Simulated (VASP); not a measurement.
Input of a VASP 6.6.1 run:

The input POSCAR:

```
NaH
1.0
   -0.1797773728      2.3970316378      2.3550835841
    2.3970316378     -0.1797773728      2.3550835841
    2.2172542650      2.2172542650      0.0000000000
Na H
1 1
Direct
    0.0000000000      0.0000000000      0.0000000000
    0.5000000000      0.5000000000      0.5000000000
```

Contents of INCAR.step1:

```
PREC     = Accurate       # precision mode
ENCUT    = 520            # plane-wave cutoff, eV
ISMEAR   = -1             # smearing method
SIGMA    = 0.2            # smearing width, eV
LREAL    = F              # projectors in reciprocal space
LASPH    = T              # aspherical terms in the spheres
NELM     = 60             # most SCF steps
NBANDS   = 11             # bands
GGA      = PE             # functional
ALGO     = Normal         # electronic algorithm
EDIFF    = 1E-4           # SCF threshold, eV
LWAVE    = T              # write WAVECAR
LCHARG   = F              # write CHGCAR
```

File INCAR.step2:

```
PREC     = Accurate       # precision mode
ENCUT    = 520            # plane-wave cutoff, eV
EDIFF    = 1E-7           # SCF threshold, eV
ISMEAR   = -1             # smearing method
SIGMA    = 0.2            # smearing width, eV
LREAL    = F              # projectors in reciprocal space
LASPH    = T              # aspherical terms in the spheres
NELM     = 60             # most SCF steps
ALGO     = Normal         # electronic algorithm
ISIF     = 2              # what is computed and relaxed
LWAVE    = F              # write WAVECAR
LCHARG   = T              # write CHGCAR
METAGGA  = R2SCAN         # meta-GGA
LMIXTAU  = T            
LELF     = T              # ELF
LVHAR    = T            
NBANDS   = 11             # bands
ISTART   = 1
```

The input KPOINTS:

```
Automatic mesh
0
Gamma
  8 8 8
```

Potentials or basis: VASP PAW PBE potentials, release 64 (Na_pv, H).

Run with:

```console
$ cat potpaw_PBE.64/Na_pv/POTCAR potpaw_PBE.64/H/POTCAR > POTCAR
$ cp INCAR.step1 INCAR
$ mpirun -np 1 vasp_std > vasp.out
$ cp INCAR.step2 INCAR
$ mpirun -np 1 vasp_std > vasp.out
```

Q: Estimate the band gap on the k mesh.

A: 3.91 eV (least direct gap 5.18 eV).

Q: What does it give for the pressure?

A: 0.2 GPa.

Stress tensor (GPa, compression positive):
```
0.22 3.65 0.00
3.65 0.22 0.00
0.00 0.00 0.25
```

Caveat: the cell differs from its parent crystal (engineering shear strain xy -0.1500, normal strain along z -0.0175); the PAW data sets were made with another functional, which shifts forces and pressure a little. A k mesh can miss the band edges.
